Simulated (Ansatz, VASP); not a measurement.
One calculation of SiC, two programs

```
CELL_PARAMETERS angstrom
3.09194 0.00000 0.00000
-1.54597 2.67770 0.00000
0.00000 0.00000 4.87132
ATOMIC_POSITIONS crystal
Si 0.33333 0.66667 0.49690
Si 0.66667 0.33333 0.99690
C 0.33333 0.66667 0.87810
C 0.66667 0.33333 0.37810
```

Change from the starting cell: strain along c alone, the other axes held, atoms relaxed: -4.0 %.

Alike in both runs: functional PBE; k mesh 12 × 12 × 6; occupations gaussian, width 0.02 eV; no spin polarisation.

Ansatz relaxed the structure, and its values are those at the end. VASP's run is a single point on that final structure, the one shown.

|  | VASP | Ansatz |
| --- | --- | --- |
| version | VASP 6.6.1 | Ansatz 0.2.0 |
| potentials or method | VASP PAW PBE potentials, release 64 (Si, C), cutoff 520 eV | scalar-relativistic, plane waves, PAW |
| valence electrons in the cell | 16 | 16 |

```tsv
	VASP	Ansatz	Ansatz less VASP
gap on the k mesh at the Fermi level (eV)	2.27	2.27	+0.003
least direct gap on the mesh (eV)	3.68	3.69	+0.004
pressure (GPa)	9.3	9.4	+0.06
rms of the force components (eV/Å)	0.003	0.003	+0.0008
```

With one functional, cell and mesh, what is left measures potentials, basis and numerics. Ansatz's warnings: stress scf threshold loose.
